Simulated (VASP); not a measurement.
A run of VASP 6.6.1:

INCAR

```
SYSTEM = AgCl
PREC = Accurate
ENCUT = 520
EDIFF = 1E-6
ISMEAR = -1
SIGMA = 0.02
LREAL = .False.
LASPH = .True.
NELM = 60
ALGO = Normal
ISIF = 2
LWAVE = .False.
LCHARG = .False.
GGA = PE
NBANDS = 16
```

KPOINTS

```
regular mesh
0
Gamma
  8 8 8
  0 0 0
```

POSCAR

```
AgCl
1.0
    0.0000000000      3.1530855364      3.1530855364
    3.1530855364      0.0000000000      3.1530855364
    3.1530855364      3.1530855364      0.0000000000
Ag Cl
1 1
Direct
    0.0000000000      0.0000000000      0.0000000000
    0.2500000000      0.2500000000      0.2500000000
```

Potentials or basis: VASP PAW PBE potentials, release 64 (Ag, Cl).

The run is started by

```console
$ cat potpaw_PBE.64/Ag/POTCAR potpaw_PBE.64/Cl/POTCAR > POTCAR
$ mpirun -np 1 vasp_std > vasp.out
```

Hardware: 1 thread of Intel(R) Xeon(R) 6975P-C (Granite Rapids), on a shared host.

Q: How long does it take, and how much memory?

A: It took 12 s on 1 thread of Intel(R) Xeon(R) 6975P-C (Granite Rapids), with other jobs on the host, peak memory 0.21 GiB. Counts: scf iterations 13, k points 29.
